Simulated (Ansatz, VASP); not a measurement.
# HgSe in VASP and in Ansatz

The input INCAR:

```
SYSTEM = HgSe
PREC     = Accurate       ! precision mode
ENCUT    = 500            ! plane-wave cutoff, eV
EDIFF    = 1E-6           ! SCF threshold, eV
ISMEAR   = 0              ! smearing method
SIGMA    = 0.1            ! smearing width, eV
LREAL    = .False.        ! projectors in reciprocal space
LASPH    = .True.         ! aspherical terms in the spheres
NELM     = 120            ! most SCF steps
ALGO     = Normal         ! electronic algorithm
ISIF     = 2              ! what is computed and relaxed
LWAVE    = .False.        ! write WAVECAR
LCHARG   = .True.         ! write CHGCAR
GGA      = PS             ! functional
LELF     = .True.         ! ELF
LVHAR    = .True.       
NBANDS   = 26             ! bands
GGA_COMPAT= .False.
```

The input KPOINTS:

```
regular mesh
0
Gamma
  10 10 8
  0 0 0
```

Contents of POSCAR:

```
HgSe
1.0
    3.0670850994      3.0670850994      0.0000000000
   -3.0670850994      3.0670850994      0.0000000000
    0.0000000000      0.0000000000      6.1341701987
Hg Se
2 2
Direct
    0.0000000000      0.0000000000      0.0000000000
    0.5000000000      0.5000000000      0.5000000000
    0.5000000000      0.0000000000      0.2500000000
    0.0000000000      0.5000000000      0.7500000000
```

Input for Ansatz:

```yaml
crystal:
  lattice:
    - [3.0670850994, 3.0670850994, 0.0]
    - [-3.0670850994, 3.0670850994, 0.0]
    - [0.0, 0.0, 6.1341701987]
  atoms:
    - { symbol: Hg, position: [0.0, 0.0, 0.0] }
    - { symbol: Hg, position: [0.5, 0.5, 0.5] }
    - { symbol: Se, position: [0.5, 0.0, 0.25] }
    - { symbol: Se, position: [0.0, 0.5, 0.75] }
basis:
  ecutwfc: 420
kpoints:
  mp_grid: { grid: [10, 10, 8] }
hamiltonian:
  xc: pbesol
scf:
  occupations: { method: gaussian, width: 0.1 }
output:
  forces: true
  stress: true
  eigenvalues: true
```

Alike in both runs: task single point; functional PBEsol; k mesh 10 × 10 × 8; occupations gaussian, width 0.1 eV; no spin polarisation.

|  | VASP | Ansatz |
| --- | --- | --- |
| version | VASP 6.6.1 | Ansatz 0.2.0 |
| potentials or method | VASP PAW PBE potentials, release 64 (Hg, Se), cutoff 500 eV | scalar-relativistic, plane waves, PAW |
| valence electrons in the cell | 36 | 72 |

|  | VASP | Ansatz | Ansatz less VASP |
| --- | --- | --- | --- |
| gap on the k mesh at the Fermi level (eV) | none | none | - |
| pressure (GPa) | 0.3 | 0.0 | -0.32 |

VASP's potentials were made for PBE, not for PBEsol. A gap of «none» marks a metal or a gap that the smearing closes. VASP's potentials hold 36 valence electrons a cell and Ansatz's 72, so a difference there can come from the potentials and not from the codes.

Neither program's run includes spin-orbit coupling.
